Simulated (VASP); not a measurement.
Input of a VASP 6.6.1 run:

The input INCAR:

```
SYSTEM = P
ALGO = Normal ; EDIFF = 1E-7
ENCUT = 520 ; GGA = PE
ISIF = 2 ; ISMEAR = -1
LASPH = .TRUE. ; LCHARG = .FALSE.
LREAL = .FALSE. ; LWAVE = .FALSE.
NBANDS = 12 ; NELM = 80
PREC = Accurate ; SIGMA = 0.1
```

KPOINTS

```
k-points
0
G
  18 18 18
  0 0 0
```

The input POSCAR:

```
P
1.0
   -2.2990250606      2.2990250606      1.1961724176
    2.2990250606     -2.2990250606      1.1961724176
    2.2990250606      2.2990250606     -1.1961724176
P
2
Direct
   -0.3750000000     -0.1250000000     -0.2500000000
    0.3750000000      0.1250000000      0.2500000000
```

Potentials or basis: VASP PAW PBE potentials, release 64 (P).

The run is started by

```console
$ cat potpaw_PBE.64/P/POTCAR > POTCAR
$ mpirun -np 1 vasp_std > vasp.out
```

Question: Predict the band gap on the k mesh.

Answer: Zero (bands 5 and 6 overlap by 8.03 eV).

Question: Estimate the pressure.

Answer: 21.7 GPa.

Stress tensor (GPa, compression positive):
```
21.72  0.00  0.00
 0.00 21.72  0.00
 0.00  0.00 21.63
```

Caveat: the cell stands under pressure.
